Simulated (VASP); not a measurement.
Input of a VASP 6.6.1 run:

File INCAR:

```
SYSTEM = HgTe
  PREC = Accurate
  ENCUT = 400
  EDIFF = 1E-8
  ISMEAR = -1
  SIGMA = 0.08
  LREAL = .False.
  LASPH = .True.
  NELM = 120
  ALGO = Normal
  ISIF = 2
  LWAVE = .False.
  LCHARG = .False.
  GGA = CA
  LEFG = .True.
  NBANDS = 16
  GGA_COMPAT = .False.
```

KPOINTS

```
Automatic mesh
0
Gamma
  10 10 10
  0 0 0
```

File POSCAR:

```
HgTe
1.0
    0.0000000000      2.8820154301      2.8820154301
    2.8820154301      0.0000000000      2.8820154301
    2.8820154301      2.8820154301      0.0000000000
Hg Te
1 1
Direct
    0.0000000000      0.0000000000      0.0000000000
    0.5000000000      0.5000000000      0.5000000000
```

Potentials or basis: VASP PAW LDA potentials, release 64 (Hg, Te).

Command:

```console
$ cat potpaw_LDA.64/Hg/POTCAR potpaw_LDA.64/Te/POTCAR > POTCAR
$ mpirun -np 1 vasp_std > vasp.out
```

**Question.** What does it give for the pressure?

**Answer.** 8.4 GPa.

**Question.** What does it give for the band gap on the k mesh?

**Answer.** Zero (bands 9 and 10 overlap by 3.51 eV).

Caveat: the cell stands under pressure; spin-orbit coupling is left out, which moves the levels of the heavy elements.
